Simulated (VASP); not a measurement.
# Ge2Sb2Te5 (P-3m1) in VASP: single point with LDA

Aim: the single point of Ge2Sb2Te5 with LDA.

Program: VASP 6.6.1. These are calculated values, not measurements. Logs are shortened: lines on timing, memory, paths and dates and some standing lists are left out, and cuts for length are marked.

## Step 1: The cell of the first run

The structure is trigonal, space group P-3m1 (No. 164). The conventional cell has a = 4.175 Å, b = 4.175 Å, c = 16.907 Å, α = 90.00°, β = 90.00°, γ = 120.00°. Ge (site symmetry 3m) has 6 Te at 2.79 to 3.14 Å within 3.7 Å. Within 3.9 Å of Sb (site symmetry 3m) lie 6 Te at 2.97 to 3.12 Å. Within 4.1 Å of Te (site symmetry -3m) lie 6 Sb at 3.12 Å. Te (site symmetry 3m) has 3 Sb at 2.97 Å and 3 Ge at 3.14 Å within 3.9 Å. Te (site symmetry 3m) has 3 Ge at 2.79 Å and 3 Te at 3.57 Å within 3.7 Å.

## Step 2: Single point, LDA

INCAR

```
  PREC = Accurate
  ENCUT = 520
  EDIFF = 1E-6
  ISMEAR = 0
  SIGMA = 0.1
  LREAL = F
  LASPH = T
  NELM = 60
  ALGO = Normal
  ISIF = 2
  LWAVE = F
  LCHARG = T
  GGA = CA
  LELF = T
  LVHAR = T
  NBANDS = 44
```

KPOINTS

```
regular mesh
0
Gamma
  12 12 2
```

POSCAR

```
Ge2Sb2Te5
1.0
    4.1751815329      0.0000000000      0.0000000000
   -2.0875907664      3.6158132729      0.0000000000
    0.0000000000      0.0000000000     16.9066331775
Ge Sb Te
2 2 5
Direct
    0.0000000000      0.0000000000      0.3390307647
    0.0000000000      0.0000000000      0.6609692353
    0.3333333333      0.6666666667      0.1172892741
    0.6666666667      0.3333333333      0.8827107259
    0.0000000000      0.0000000000      0.0000000000
    0.3333333333      0.6666666667      0.7796456078
    0.6666666667      0.3333333333      0.2203543922
    0.3333333333      0.6666666667      0.4220407149
    0.6666666667      0.3333333333      0.5779592851
```

Potentials or basis: VASP PAW LDA potentials, release 64 (Ge_d, Sb, Te).

Command:

```bash
cat potpaw_LDA.64/Ge_d/POTCAR potpaw_LDA.64/Sb/POTCAR potpaw_LDA.64/Te/POTCAR > POTCAR
mpirun -np 1 vasp_std > vasp.out
```

OUTCAR:

```text
PREC = Accurate
   ENCUT = 520
   EDIFF = 1E-6
   ISMEAR = 0
   LREAL = F
   LASPH = T
   NELM = 60
   ISIF = 2
   GGA = CA

 ion  position               nearest neighbor table
   1  0.000  0.000  0.339-   8 2.79   8 2.79   8 2.79   7 3.14   7 3.14   7 3.14
   2  0.000  0.000  0.661-   9 2.79   9 2.79   9 2.79   6 3.14   6 3.14   6 3.14
   3  0.333  0.667  0.117-   7 2.97   7 2.97   7 2.97   5 3.12   5 3.12   5 3.12
   4  0.667  0.333  0.883-   6 2.97   6 2.97   6 2.97   5 3.12   5 3.12   5 3.12
   5  0.000  0.000  0.000-   3 3.12   4 3.12   3 3.12   4 3.12   4 3.12   3 3.12
   6  0.333  0.667  0.780-   4 2.97   4 2.97   4 2.97   2 3.14   2 3.14   2 3.14
   7  0.667  0.333  0.220-   3 2.97   3 2.97   3 2.97   1 3.14   1 3.14   1 3.14
   8  0.333  0.667  0.422-   1 2.79   1 2.79   1 2.79   9 3.57   9 3.57   9 3.57
   9  0.667  0.333  0.578-   2 2.79   2 2.79   2 2.79   8 3.57   8 3.57   8 3.57

  LATTYP: Found a hexagonal cell.
 ALAT       =     4.1751815329
 C/A-ratio  =     4.0493169086

  Lattice vectors:

 A1 = (   4.1751815329,   0.0000000000,   0.0000000000)
 A2 = (  -2.0875907664,   3.6158132729,   0.0000000000)
 A3 = (   0.0000000000,   0.0000000000,  16.9066331775)

Analysis of symmetry for initial positions (statically):
=====================================================================
 Subroutine PRICEL returns:
 Original cell was already a primitive cell.

 Routine SETGRP: Setting up the symmetry group for a
 hexagonal supercell.

 Subroutine GETGRP returns: Found 12 space group operations
 (whereof 12 operations were pure point group operations)
 out of a pool of 24 trial point group operations.

The static configuration has the point symmetry D_3d.

Analysis of symmetry for dynamics (positions and initial velocities):
=====================================================================
 Subroutine PRICEL returns:
 Original cell was already a primitive cell.

 Routine SETGRP: Setting up the symmetry group for a
 hexagonal supercell.

 Subroutine GETGRP returns: Found 12 space group operations
 (whereof 12 operations were pure point group operations)
 out of a pool of 24 trial point group operations.

The dynamic configuration has the point symmetry D_3d.

 Subroutine INISYM returns: Found 12 space group operations
 (whereof 12 operations are pure point group operations),
 and found     1 'primitive' translations

----------------------------------------------------------------------------------------

                                     Primitive cell

  volume of cell :     255.2340

  direct lattice vectors                    reciprocal lattice vectors
     4.175181533  0.000000000  0.000000000     0.239510544  0.138281477  0.000000000
    -2.087590766  3.615813273  0.000000000     0.000000000  0.276562954  0.000000000
     0.000000000  0.000000000 16.906633178     0.000000000  0.000000000  0.059148382

  length of vectors
     4.175181533  4.175181533 16.906633178     0.276562954  0.276562954  0.059148382

  position of ions in fractional coordinates (direct lattice)
     0.000000000  0.000000000  0.339030765
     0.000000000  0.000000000  0.660969235
     0.333333333  0.666666667  0.117289274
     0.666666667  0.333333333  0.882710726
     0.000000000  0.000000000  0.000000000
     0.333333333  0.666666667  0.779645608
     0.666666667  0.333333333  0.220354392
     0.333333333  0.666666667  0.422040715
     0.666666667  0.333333333  0.577959285

  ion indices of the primitive-cell ions
   primitive index   ion index
                 1           1
                 2           2
                 3           3
                 4           4
                 5           5
                 6           6
                 7           7
                 8           8
                 9           9

----------------------------------------------------------------------------------------

 KPOINTS: regular mesh

Automatic generation of k-mesh.
 Grid dimensions read from file:
 generate k-points for:   12   12    2

 Generating k-lattice:

  Cartesian coordinates                     Fractional coordinates (reciprocal lattice)
     0.019959212  0.011523456  0.000000000     0.083333333  0.000000000  0.000000000
     0.000000000  0.023046913  0.000000000     0.000000000  0.083333333  0.000000000
     0.000000000  0.000000000  0.029574191     0.000000000  0.000000000  0.500000000

  Length of vectors
     0.023046913  0.023046913  0.029574191

  Shift w.r.t. Gamma in fractional coordinates (k-lattice)
     0.000000000  0.000000000  0.000000000

 Subroutine IBZKPT returns following result:
 ===========================================

 Found     38 irreducible k-points:

 Following reciprocal coordinates:
            Coordinates               Weight
  0.000000  0.000000  0.000000      1.000000
  0.083333  0.000000  0.000000      6.000000
  0.166667  0.000000  0.000000      6.000000
  0.250000  0.000000  0.000000      6.000000
  0.333333  0.000000  0.000000      6.000000
  0.416667  0.000000  0.000000      6.000000
[... 16 lines left out ...]
  0.250000  0.000000  0.500000      6.000000
  0.333333  0.000000  0.500000      6.000000
 [... further k-points ...]
   k-points           NKPTS =     38   k-points in BZ     NKDIM =     38   number of bands    NBANDS=     44
   number of dos      NEDOS =    301   number of ions     NIONS =      9
   total plane-waves  NPLWV = 129024
   dimension x,y,z NGX =    32 NGY =   32 NGZ =  126
   dimension x,y,z NGXF=    64 NGYF=   64 NGZF=  252
   ions per type =               2   2   5
   NGX,Y,Z   is equivalent  to a cutoff of  12.74, 12.74, 12.39 a.u.
   NGXF,Y,Z  is equivalent  to a cutoff of  25.48, 25.48, 24.78 a.u.
 SYSTEM =  unknown system
   PREC   = accura    normal or accurate (medium, high low for compatibility)
   ISTART =      0    job   : 0-new  1-cont  2-samecut
   ICHARG =      2    charge: 1-file 2-atom 10-const
   ISPIN  =      1    spin polarized calculation?
   LNONCOLLINEAR =      F non collinear calculations
   LSORBIT =      F    spin-orbit coupling
   LASPH  =      T    aspherical Exc in radial PAW
   ENCUT  =  520.0 eV  38.22 Ry    6.18 a.u.   7.76  7.76 31.44*2*pi/ulx,y,z
   NELM   =     60;   NELMIN=  2; NELMDL= -5     # of ELM steps
   EDIFF  = 0.1E-05   stopping-criterion for ELM
   LREAL  =      F    real-space projection
[... 7 lines left out ...]
   TEBEG  =    0.0;   TEEND  =   0.0 temperature during run
   PSTRESS=    0.0 pullay stress
   NELECT =      68.0000    total number of electrons
   NUPDOWN=      -1.0000    fix difference up-down
   EMIN   =  10.00;   EMAX   =-10.00  energy-range for DOS
   EFERMI =   0.00;   METHOD = LEGACY
   ISMEAR =     0;   SIGMA  =   0.10  broadening in eV -4-tet -1-fermi 0-gaus
   EFERMI_NEDOS =   21; number of points for ismear=-14 and -15
   IALGO  =     38    algorithm
   IMIX   =      4    mixing-type and parameters
     AMIX     =   0.40;   BMIX     =  1.00
     AMIX_MAG =   1.60;   BMIX_MAG =  1.00
  volume/ion in A,a.u.               =      28.36       191.38
  Fermi-wavevector in a.u.,A,eV,Ry     =   1.053412  1.990660 15.098073  1.109677
  Thomas-Fermi vector in A             =   2.188533
   LORBIT       =      0    0 simple, 1 ext, 2 COOP (PROOUT), +10 PAW based schemes
   GGA     = CA    functional components
   LHFCALC =     F    Hartree Fock is set to
   AEXX    =    0.0000 exact exchange contribution
   IVDW    =     0    specifies the selected vdW correction
   LEPSILON=     F    determine dielectric tensor
   LRPA    =     F    only Hartree local field effects (RPA)
 non-spin polarized calculation
 Gauss-broadening in eV      SIGMA  =   0.10
  energy-cutoff  :      520.00
  volume of cell :      255.23
 maximum number of plane-waves:      6906
 NGX is ok and might be reduce to    32
   NGX = 15   NGY = 15   NGZ = 63

 number of electron      68.0000019 magnetization

 Free energy of the ion-electron system (eV)
  ---------------------------------------------------
  ext. energy  EPLUGINS =         0.00000000
  ---------------------------------------------------
  free energy    TOTEN  =       -39.79313487 eV

  energy without entropy =      -39.78643777  energy(sigma->0) =      -39.78978632

 E-fermi :   7.0212     XC(G=0):  -9.9440

 val. band max:        7.0058610663   @ k =   0.0833   0.0000   0.5000
 cond. band min:       7.0436730746   @ k =   0.4167   0.0000   0.5000
 fundamental gap:      0.0378120083
 Fermi energy:         7.0212418019

 k-point     1 :       0.0000    0.0000    0.0000
  band No.  band energies     occupation
      1     -17.9714      2.00000
      2     -17.9714      2.00000
      3     -17.9714      2.00000
      4     -17.9714      2.00000
      5     -17.9577      2.00000
      6     -17.9577      2.00000
[... 36 lines left out ...]
     43       8.9145      0.00000
     44       9.2568      0.00000

 k-point     2 :       0.0833    0.0000    0.0000
  band No.  band energies     occupation
      1     -17.9716      2.00000
      2     -17.9716      2.00000
      3     -17.9712      2.00000
      4     -17.9712      2.00000
      5     -17.9578      2.00000
      6     -17.9578      2.00000
[... 36 lines left out ...]
     43       9.1413      0.00000
     44       9.4267      0.00000

 k-point     3 :       0.1667    0.0000    0.0000
  band No.  band energies     occupation
      1     -17.9722      2.00000
      2     -17.9722      2.00000
      3     -17.9707      2.00000
      4     -17.9707      2.00000
      5     -17.9581      2.00000
      6     -17.9580      2.00000
[... 36 lines left out ...]
     43       9.6259      0.00000
     44       9.8330      0.00000

 k-point     4 :       0.2500    0.0000    0.0000
  band No.  band energies     occupation
      1     -17.9730      2.00000
      2     -17.9729      2.00000
      3     -17.9701      2.00000
      4     -17.9701      2.00000
      5     -17.9584      2.00000
      6     -17.9584      2.00000
[... 882 lines left out ...]
     43       9.4809      0.00000
     44       9.9499      0.00000

 k-point    23 :       0.2500    0.0000    0.5000
  band No.  band energies     occupation
      1     -17.9730      2.00000
      2     -17.9729      2.00000
      3     -17.9701      2.00000
      4     -17.9701      2.00000
      5     -17.9584      2.00000
      6     -17.9584      2.00000
[... 36 lines left out ...]
     43       9.9295      0.00000
     44      10.1387      0.00000

 k-point    24 :       0.3333    0.0000    0.5000
  band No.  band energies     occupation
      1     -17.9738      2.00000
      2     -17.9737      2.00000
      3     -17.9695      2.00000
      4     -17.9695      2.00000
      5     -17.9588      2.00000
      6     -17.9587      2.00000
[... 36 lines left out ...]
     43      10.0293      0.00000
     44      10.1308      0.00000

 [... further k-points ...]

------------------------ aborting loop because EDIFF is reached ----------------------------------------

  FORCE on cell =-STRESS in cart. coord.  units (eV):
  Direction    XX          YY          ZZ          XY          YZ          ZX
  --------------------------------------------------------------------------------------
  -------------------------------------------------------------------------------------
  Total        0.3737324      0.3737324      0.3601688      0.0000000     -0.0000000     -0.0000000
  in kB        2.3460264      2.3460264      2.2608837      0.0000000     -0.0000000     -0.0000000
  external PRESSURE =       2.3176455 kB  Pullay stress =       0.0000000 kB

 VOLUME and BASIS-vectors are now :
 -----------------------------------------------------------------------------
  energy-cutoff  :      520.00
  volume of cell :      255.23
      direct lattice vectors                 reciprocal lattice vectors
     4.175181533  0.000000000  0.000000000     0.239510544  0.138281477  0.000000000
    -2.087590766  3.615813273  0.000000000     0.000000000  0.276562954  0.000000000
     0.000000000  0.000000000 16.906633178     0.000000000  0.000000000  0.059148382

 POSITION                                       TOTAL-FORCE (eV/Angst)
 -----------------------------------------------------------------------------------
      0.00000      0.00000      5.73187         0.000000      0.000000     -0.023984
      0.00000      0.00000     11.17476        -0.000000     -0.000000      0.023984
     -0.00000      2.41054      1.98297         0.000000      0.000000     -0.026733
      2.08759      1.20527     14.92367        -0.000000     -0.000000      0.026733
      0.00000      0.00000      0.00000         0.000000      0.000000     -0.000000
     -0.00000      2.41054     13.18118         0.000000     -0.000000     -0.043592
      2.08759      1.20527      3.72545        -0.000000      0.000000      0.043592
     -0.00000      2.41054      7.13529         0.000000     -0.000000      0.028222
      2.08759      1.20527      9.77135        -0.000000      0.000000     -0.028222
 -----------------------------------------------------------------------------------
    total drift:                                0.000000     -0.000000      0.000000

  FREE ENERGIE OF THE ION-ELECTRON SYSTEM (eV)
  ---------------------------------------------------
  free  energy   TOTEN  =       -39.7931348662 eV

  energy  without entropy=      -39.7864377696  energy(sigma->0) =      -39.78978632
```

Run time: 8.8 min. Hardware: 1 thread of AMD EPYC 7R13 (Zen 3), shared host; peak memory 0.49 GiB.

What came out:

| Item | Value |
| --- | --- |
| Free energy | -39.7931 eV |
| Pressure | 0.2 GPa |
| Largest force | 0.044 eV/Å |
| Band gap on the k mesh | zero (band 34 reaches 7.06 eV, above the bottom of band 35 at 7.00 eV) |

Forces on the atoms (eV/Å):
```
Ge   0.000  0.000 -0.024
Ge   0.000  0.000  0.024
Sb   0.000  0.000 -0.027
Sb   0.000  0.000  0.027
Te   0.000  0.000  0.000
Te   0.000  0.000 -0.044
Te   0.000  0.000  0.044
Te   0.000  0.000  0.028
Te   0.000  0.000 -0.028
```

Caveat: spin-orbit coupling is left out, which moves the levels of the heavy elements.
